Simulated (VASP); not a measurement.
Crystal: Rh.

```
CELL_PARAMETERS angstrom
0.00000 2.64786 2.64786
2.64786 0.00000 2.64786
2.64786 2.64786 0.00000
ATOMIC_POSITIONS crystal
Rh 0.12500 0.12500 0.12500
Rh 0.87500 0.87500 0.87500
```

```yaml
Program: VASP 6.6.1
Task: relaxation of cell and atoms
Functional: PBE
Potentials_or_basis: VASP PAW PBE potentials, release 64 (Rh_pv)
Cutoff: 600 eV
k_mesh: 10 × 10 × 10
Occupations: fermi-dirac, width 0.1 eV
Spin: no spin polarisation
```

At the start: pressure 21.5 GPa; volume 18.56 Å³/atom.

Task: Where does the relaxation end?

Result: Over 16 steps the energy falls by 144.9 meV/atom and the volume is 21.00 Å³/atom (+13.1 %); space group Fd-3m (No. 227, to 0.05 Å).

The path:
| step | energy change (eV) | largest force (eV/Å) | pressure (GPa) | volume (Å³) |
| --- | --- | --- | --- | --- |
| 1 | 0.0000 | 0.0000 | 21.50 | 37.13 |
| 2 | 0.3308 | 0.0000 | -15.54 | 52.19 |
| 3 | -0.2887 | 0.0000 | -1.02 | 42.35 |
| 4 | -0.2897 | 0.0000 | -0.16 | 42.08 |
| 5 | -0.2897 | 0.0000 | 0.17 | 41.97 |
| 6 | -0.2897 | 0.0000 | 0.13 | 41.97 |
| 7 | -0.2897 | 0.0000 | 0.13 | 41.98 |
| 8 | -0.2897 | 0.0000 | 0.13 | 41.98 |
| 9 | -0.2897 | 0.0000 | 0.13 | 41.98 |
| 10 | -0.2897 | 0.0000 | 0.13 | 41.98 |
| 11 | -0.2897 | 0.0000 | 0.13 | 41.98 |
| 12 | -0.2897 | 0.0000 | 0.13 | 41.98 |
| 13 | -0.2897 | 0.0000 | 0.11 | 41.98 |
| 14 | -0.2897 | 0.0000 | 0.12 | 41.98 |
| 15 | -0.2897 | 0.0000 | 0.10 | 41.99 |
| 16 | -0.2897 | 0.0000 | 0.07 | 41.99 |

Final structure:
```xyz
2
Lattice="0.0000 2.7588 2.7588 2.7588 0.0000 2.7588 2.7588 2.7588 0.0000" Properties=species:S:1:pos:R:3 pbc="T T T"
Rh    0.6897    0.6897    0.6897
Rh    4.8279    4.8279    4.8279
```
